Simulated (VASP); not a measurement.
Zn2Br3:

```
Zn Br
1.0
     8.19163    0.00000    0.00000
     0.00000    8.19163    0.00000
     0.00000    0.00000    4.11532
Zn Br
4 6
Direct
  0.38000 0.88000 0.00000
  0.12000 0.38000 0.00000
  0.62000 0.12000 0.00000
  0.88000 0.62000 0.00000
  0.00000 0.00000 0.00000
  0.50000 0.50000 0.00000
  0.18000 0.68000 0.50000
  0.32000 0.18000 0.50000
  0.82000 0.32000 0.50000
  0.68000 0.82000 0.50000
```

```yaml
Program: VASP 6.6.1
Task: relaxation of cell and atoms
Functional: PBE
Potentials_or_basis: VASP PAW PBE potentials, release 64 (Zn, Br)
Cutoff: 600 eV
k_mesh: 2 × 2 × 4
Occupations: gaussian, width 0.1 eV
Spin: no spin polarisation
```

At the start: pressure -4.7 GPa; volume 27.61 Å³/atom.

Question: How do energy, volume and symmetry change on relaxing?

Answer: Over 54 steps the energy falls by 308.2 meV/atom and the volume is 30.97 Å³/atom (+12.2 %); space group P4/mbm (No. 127, to 0.1 Å) before and after.

The path:
| step | energy change (eV) | largest force (eV/Å) | pressure (GPa) | volume (Å³) |
| --- | --- | --- | --- | --- |
| 1 | 0.0000 | 0.4434 | -4.74 | 276.15 |
| 3 | -1.1520 | 0.6682 | 0.26 | 226.38 |
| 5 | -1.3219 | 0.5508 | 0.88 | 222.76 |
| 7 | -1.6225 | 0.2979 | -0.62 | 232.31 |
| 9 | -1.7123 | 0.3351 | -0.90 | 234.81 |
| 11 | -1.8760 | 0.6476 | 3.26 | 229.95 |
| 13 | -2.0572 | 0.3898 | 1.33 | 232.08 |
| 15 | -2.1810 | 0.3575 | 1.17 | 238.62 |
| 17 | -2.4079 | 0.1859 | 0.21 | 258.45 |
| 19 | -2.5457 | 0.3080 | -1.42 | 278.94 |
| 21 | -2.7743 | 0.2447 | 0.41 | 268.53 |
| 23 | -2.7964 | 0.2143 | 0.15 | 271.49 |
| 25 | -2.8412 | 0.0650 | 0.07 | 277.66 |
| 27 | -2.8537 | 0.0220 | 0.32 | 278.47 |
| 29 | -2.8976 | 0.1722 | 0.23 | 291.93 |
| 31 | -2.8990 | 0.1949 | 0.14 | 292.94 |
| 33 | -2.8999 | 0.2015 | 0.10 | 293.68 |
| 35 | -2.9136 | 0.2389 | -0.16 | 300.34 |
| 37 | -2.9607 | 0.1777 | -0.11 | 305.79 |
| 39 | -2.9658 | 0.0915 | -0.15 | 311.10 |
| 41 | -2.9799 | 0.1103 | 0.06 | 307.37 |
| 43 | -2.9850 | 0.0998 | 0.35 | 306.05 |
| 45 | -3.0013 | 0.0935 | -0.01 | 311.87 |
| 47 | -3.0035 | 0.0953 | -0.18 | 314.92 |
| 49 | -3.0275 | 0.0757 | -0.09 | 313.47 |
| 51 | -3.0655 | 0.0362 | 0.46 | 306.96 |
| 53 | -3.0750 | 0.0389 | 0.21 | 308.93 |
| 54 | -3.0825 | 0.0194 | -0.05 | 309.73 |

Final structure:
```
Zn Br
1.0
     8.06214    0.00000    0.00000
     0.00000    8.06214    0.00000
     0.00000    0.00000    4.76529
Zn Br
4 6
Cartesian
  1.7691 5.8001 0.0000
  2.2620 1.7691 0.0000
  6.2931 2.2620 0.0000
  5.8001 6.2931 0.0000
  0.0000 0.0000 0.0000
  4.0311 4.0311 0.0000
  1.3062 5.3373 2.3826
  2.7248 1.3062 2.3826
  6.7559 2.7248 2.3826
  5.3373 6.7559 2.3826
```

Caveat: the k points lie up to 0.39 Å⁻¹ apart in the final cell, too coarse for converged energies and pressures of a metal; a cell axis changed by over 15 % at a fixed basis, so the end point is rough.
